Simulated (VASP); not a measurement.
Here is a VASP 6.6.1 calculation.

INCAR

```
SYSTEM = CO2
  PREC = Accurate
  ENCUT = 520
  EDIFF = 1E-6
  ISMEAR = 0
  SIGMA = 0.02
  LREAL = .False.
  LASPH = .True.
  NELM = 60
  ALGO = Normal
  ISIF = 2
  LWAVE = .False.
  LCHARG = .False.
  GGA = PE
  IVDW = 12
  NBANDS = 25
```

File KPOINTS:

```
Automatic mesh
0
Gamma
  6 6 4
  0 0 0
```

The input POSCAR:

```
CO2
1.0
    2.7955696563     -2.5133410556      0.0000000000
    2.7955696563      2.5133410556      0.0000000000
    0.0000000000      0.0000000000      6.7430438916
C O
2 4
Direct
    0.0000000000      0.0000000000      0.0000000000
    0.5000000000      0.5000000000      0.5000000000
    0.8132776264      0.1867223736      0.8966186728
    0.1867223736      0.8132776264      0.1033813272
    0.6867223736      0.3132776264      0.3966186728
    0.3132776264      0.6867223736      0.6033813272
```

Potentials or basis: VASP PAW PBE potentials, release 64 (C, O).

Run with:

```sh
$ cat potpaw_PBE.64/C/POTCAR potpaw_PBE.64/O/POTCAR > POTCAR
$ mpirun -np 1 vasp_std > vasp.out
```

**Question.** Predict the pressure.

**Answer.** 1.4 GPa.

**Question.** What does it give for the band gap on the k mesh?

**Answer.** 6.51 eV, indirect (least direct gap 6.91 eV).

**Question.** Estimate the largest force.

**Answer.** 0.633 eV/Å.

Forces in eV/Å, atoms in the order of the input:
```
C    0.000  0.000  0.000
C    0.000  0.000  0.000
O    0.000  0.508 -0.377
O    0.000 -0.508  0.377
O    0.000 -0.508 -0.377
O    0.000  0.508  0.377
```

A k mesh can miss the band edges.
